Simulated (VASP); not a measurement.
# CdSe in VASP: further runs, part 2 of 2

VASP 6.6.1.

## Step 4: Single point, PBE

This run uses another cell than the first one, of 29.46 Å³/atom.

INCAR reads:

```
SYSTEM = CdSe
ALGO = Normal
EDIFF = 1E-6
ENCUT = 520
GGA = PE
ISIF = 2
ISMEAR = 0
LASPH = .True.
LCHARG = .False.
LREAL = .False.
LWAVE = .False.
NBANDS = 46
NELM = 60
PREC = Accurate
SIGMA = 0.1
```

KPOINTS reads:

```
k-points
0
Gamma
  4 4 4
  0 0 0
```

POSCAR reads:

```
CdSe
1.0
    7.2162488500      0.0000000000      0.0000000000
    0.0000000000      4.4082228700      0.0000000000
    0.0000000000      0.0000000000      7.4097616800
Cd Se
4 4
Direct
    0.8210678200      0.7500000000      0.4095370000
    0.6789321800      0.2500000000      0.9095370000
    0.3210678200      0.7500000000      0.0904630000
    0.1789321800      0.2500000000      0.5904630000
    0.8210678200      0.2500000000      0.5904630000
    0.6789321800      0.7500000000      0.0904630000
    0.3210678200      0.2500000000      0.9095370000
    0.1789321800      0.7500000000      0.4095370000
```

Potentials or basis: VASP PAW PBE potentials, release 64 (Cd, Se).

Command:

```sh
> cat potpaw_PBE.64/Cd/POTCAR potpaw_PBE.64/Se/POTCAR > POTCAR
> mpirun -np 1 vasp_std > vasp.out
```

OUTCAR:

```text
SYSTEM = CdSe
   EDIFF = 1E-6
   ENCUT = 520
   GGA = PE
   ISIF = 2
   ISMEAR = 0
   LASPH = .True.
   LREAL = .False.
   NELM = 60
   PREC = Accurate

 ion  position               nearest neighbor table
   1  0.821  0.750  0.410-   6 2.58   5 2.58   5 2.58   8 2.58   4 3.65   4 3.65
   2  0.679  0.250  0.910-   5 2.58   6 2.58   6 2.58   7 2.58   3 3.65   3 3.65
   3  0.321  0.750  0.090-   8 2.58   7 2.58   7 2.58   6 2.58   2 3.65   2 3.65
   4  0.179  0.250  0.590-   7 2.58   8 2.58   8 2.58   5 2.58   1 3.65   1 3.65
   5  0.821  0.250  0.590-   2 2.58   1 2.58   1 2.58   4 2.58
   6  0.679  0.750  0.090-   1 2.58   2 2.58   2 2.58   3 2.58
   7  0.321  0.250  0.910-   4 2.58   3 2.58   3 2.58   2 2.58
   8  0.179  0.750  0.410-   3 2.58   4 2.58   4 2.58   1 2.58

[... 1393 lines left out ...]
  external PRESSURE =      73.8448836 kB  Pullay stress =       0.0000000 kB

 VOLUME and BASIS-vectors are now :
 -----------------------------------------------------------------------------
  energy-cutoff  :      520.00
  volume of cell :      235.71
      direct lattice vectors                 reciprocal lattice vectors
     7.216248850  0.000000000  0.000000000     0.138576152  0.000000000  0.000000000
     0.000000000  4.408222870  0.000000000     0.000000000  0.226848785  0.000000000
     0.000000000  0.000000000  7.409761680     0.000000000  0.000000000  0.134957107

 POSITION                                       TOTAL-FORCE (eV/Angst)
 -----------------------------------------------------------------------------------
      5.92503      3.30617      3.03457        -0.669880     -0.000000     -0.366526
      4.89934      1.10206      6.73945         0.669880     -0.000000     -0.366526
      2.31691      3.30617      0.67031        -0.669880     -0.000000      0.366526
      1.29122      1.10206      4.37519         0.669880      0.000000      0.366526
      5.92503      1.10206      4.37519        -1.110840     -0.000000      0.490920
      4.89934      3.30617      0.67031         1.110840     -0.000000      0.490920
      2.31691      1.10206      6.73945        -1.110840     -0.000000     -0.490920
      1.29122      3.30617      3.03457         1.110840     -0.000000     -0.490920
 -----------------------------------------------------------------------------------
    total drift:                                0.000000     -0.000000     -0.000000

  FREE ENERGIE OF THE ION-ELECTRON SYSTEM (eV)
  ---------------------------------------------------
  free  energy   TOTEN  =       -20.4874199780 eV

  energy  without entropy=      -20.4874199780  energy(sigma->0) =      -20.48741998
```

OSZICAR:

```text
N       E                     dE             d eps       ncg     rms          rms(c)
DAV:   1     0.513910093752E+03    0.51391E+03   -0.33940E+04  2484   0.140E+03
DAV:   2     0.109071870544E+02   -0.50300E+03   -0.48902E+03  2770   0.345E+02
DAV:   3    -0.217224253894E+02   -0.32630E+02   -0.32432E+02  2938   0.856E+01
DAV:   4    -0.221497723154E+02   -0.42735E+00   -0.42679E+00  2802   0.906E+00
DAV:   5    -0.221542933107E+02   -0.45210E-02   -0.45207E-02  2888   0.886E-01    0.148E+01
DAV:   6    -0.205700413487E+02    0.15843E+01   -0.32029E+00  3036   0.135E+01    0.111E+01
DAV:   7    -0.205041415016E+02    0.65900E-01   -0.16935E+00  2682   0.512E+00    0.353E+00
DAV:   8    -0.204869037907E+02    0.17238E-01   -0.25694E-01  2688   0.391E+00    0.733E-01
DAV:   9    -0.204869638276E+02   -0.60037E-04   -0.34921E-02  2760   0.173E+00    0.336E-01
DAV:  10    -0.204870837280E+02   -0.11990E-03   -0.31396E-03  2756   0.524E-01    0.116E-01
DAV:  11    -0.204873859435E+02   -0.30222E-03   -0.63463E-04  2670   0.122E-01    0.459E-02
DAV:  12    -0.204874148419E+02   -0.28898E-04   -0.22844E-04  2940   0.124E-01    0.251E-02
DAV:  13    -0.204874179663E+02   -0.31244E-05   -0.41943E-05  2634   0.570E-02    0.412E-03
DAV:  14    -0.204874194603E+02   -0.14940E-05   -0.64569E-06  2232   0.107E-02    0.372E-03
DAV:  15    -0.204874199780E+02   -0.51775E-06   -0.12672E-06  1936   0.983E-03
   1 F= -.20487420E+02 E0= -.20487420E+02  d E =-.221241E-11
```

Wall time 10 min (1 thread of Intel Xeon 8259CL, shared host); peak memory 0.46 GiB.

Results:

* Free energy: -20.4874 eV
* Pressure: 7.4 GPa
* Largest force: 1.214 eV/Å
* Band gap on the k mesh: 0.98 eV

Forces on the atoms (eV/Å):
```
Cd  -0.670  0.000 -0.367
Cd   0.670  0.000 -0.367
Cd  -0.670  0.000  0.367
Cd   0.670  0.000  0.367
Se  -1.111  0.000  0.491
Se   1.111  0.000  0.491
Se  -1.111  0.000 -0.491
Se   1.111  0.000 -0.491
```

Caveat: the cell stands under pressure; forces of over 1 eV/Å act on the atoms, so gaps and moduli don't describe the material at rest.

## Step 5: Overview

```tsv
cell	k mesh	gap on the mesh (eV)	pressure (GPa)	largest force (eV/Å)
a = 4.512, b = 7.459, c = 8.166 Å, angles 90.0, 90.1, 90.2°, 8 atoms, atomic positions A	4 × 2 × 2	0.75	0.3	0.03
a = 4.507, b = 7.479, c = 8.165 Å, 8 atoms, atomic positions B	4 × 2 × 2	0.74	0.2	0.01
a = 7.216, b = 4.408, c = 7.410 Å, 8 atoms, atomic positions C	4 × 4 × 4	0.98	7.4	1.21
```

Alike in all rows: task single point; level PBE; potentials or basis VASP PAW PBE potentials, release 64 (Cd, Se); no spin polarisation; cutoff (eV) 520; smearing gaussian 0.1 eV.

Caveats: some runs use coarse meshes; the cell stands under pressure (at least some runs); forces of over 1 eV/Å act on the atoms, so gaps and moduli don't describe the material at rest (at least some runs).

Total energies depend on the potentials used, so only differences within one code and one set of settings carry meaning.
